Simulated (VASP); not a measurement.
The system is ZnSe (Stilleite).

```
Se Zn
1.0
     0.00000    2.88938    2.88938
     2.88938    0.00000    2.88938
     2.88938    2.88938    0.00000
Se Zn
1 1
Direct
  0.75000 0.75000 0.75000
  0.00000 0.00000 0.00000
```

This cell differs from its parent crystal: volume scaled by 1.06.

Program: VASP 6.6.1. Alike in all runs: task single point; potentials or basis VASP PAW PBE potentials, release 64 (Se, Zn); no spin polarisation; cell as given; k mesh 8 × 8 × 8; cutoff (eV) 520; smearing fermi-dirac 0.05 eV.

Q: Order these runs on this cell by their band gap on the k mesh, lowest first.
A. level PBEsol
B. level r2SCAN+D4
C. level revPBE

A: A (0.95 eV), C (1.18 eV), B (1.62 eV).
